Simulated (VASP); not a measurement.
Here is a VASP 6.6.1 calculation.

File INCAR:

```
PREC = Accurate
ENCUT = 520
EDIFF = 1E-6
ISMEAR = -1
SIGMA = 0.02
LREAL = False
LASPH = True
NELM = 60
ALGO = Normal
ISIF = 2
LWAVE = False
LCHARG = False
GGA = PE
NBANDS = 16
```

KPOINTS

```
Automatic mesh
0
Gamma
  8 8 8
```

Contents of POSCAR:

```
CuI
1.0
    0.0000000000      3.0825105924      3.0825105924
    3.0825105924      0.0000000000      3.0825105924
    3.0825105924      3.0825105924      0.0000000000
Cu I
1 1
Direct
    0.0000000000      0.0000000000      0.0000000000
    0.2500000000      0.2500000000      0.2500000000
```

Potentials or basis: VASP PAW PBE potentials, release 64 (Cu, I).

Launch:

```bash
$ cat potpaw_PBE.64/Cu/POTCAR potpaw_PBE.64/I/POTCAR > POTCAR
$ mpirun -np 1 vasp_std > vasp.out
```

Question: Estimate the pressure.

Answer: -1.5 GPa.

Question: Predict the band gap on the k mesh.

Answer: 1.02 eV.

Caveat: the cell differs from its parent crystal (strain +2.3%); spin-orbit coupling is left out, which moves the levels of the heavy elements.
